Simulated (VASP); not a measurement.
Set up this calculation in VASP 6.6.1, as the native input.

```
Task                   : relaxation of cell and atoms
Functional             : LDA
Potentials or basis    : VASP PAW LDA potentials, release 64 (Si, C)
Cutoff                 : 600 eV
k mesh                 : 8 × 8 × 6
Occupations            : gaussian, width 0.01 eV
Spin                   : no spin polarisation
Target pressure        : 10 GPa
Dipole correction      : no
Further INCAR settings : ALGO = Normal; EDIFF = 1e-07; IBRION = 2; EDIFFG = -0.002; NSW = 100; ISIF = 3
```

The structure of SiC lies in POSCAR:

```
SiC
1.0
    3.0563647925      0.0000000000      0.0000000000
   -1.5281823962      2.6468895535      0.0000000000
    0.0000000000      0.0000000000      5.0159020124
Si C
2 2
Direct
    0.3333333333      0.6666666667      0.0045955262
    0.6666666667      0.3333333333      0.5045955262
    0.3333333333      0.6666666667      0.3804044738
    0.6666666667      0.3333333333      0.8804044738
```

The input as run:

INCAR

```
  PREC = Accurate
  ENCUT = 600
  EDIFF = 1E-7
  ISMEAR = 0
  SIGMA = 0.01
  LREAL = False
  LASPH = True
  NELM = 80
  ALGO = Normal
  ISIF = 3
  LWAVE = False
  LCHARG = False
  GGA = CA
  IBRION = 2
  NSW = 100
  EDIFFG = -0.002
  PSTRESS = 100.0
```

KPOINTS

```
regular mesh
0
Gamma
  8 8 6
```

Potentials or basis: VASP PAW LDA potentials, release 64 (Si, C).

Run with:

```sh
$ cat potpaw_LDA.64/Si/POTCAR potpaw_LDA.64/C/POTCAR > POTCAR
$ mpirun -np 1 vasp_std > vasp.out
```

It gave:

The relaxed volume is 9.75 Å³/atom, the relaxed cell is a = 3.017 Å, b = 3.017 Å, c = 4.950 Å, α = 90.00°, β = 90.00°, γ = 120.00° and the space group after relaxing (to 0.05 Å) is P6_3mc (No. 186). The energy change on relaxing (the enthalpy is what falls) is +12.1 meV/atom and the ionic steps are 6. The pressure after relaxing is 10.0 GPa. The band gap on the k mesh is 2.32 eV, indirect (least direct gap 3.99 eV).

Caveat: the cell is relaxed towards a set pressure, so the enthalpy falls and the energy may rise.

Wall time 94 s on 1 thread of Intel Xeon 8259CL (shared host), peak memory 0.15 GiB.
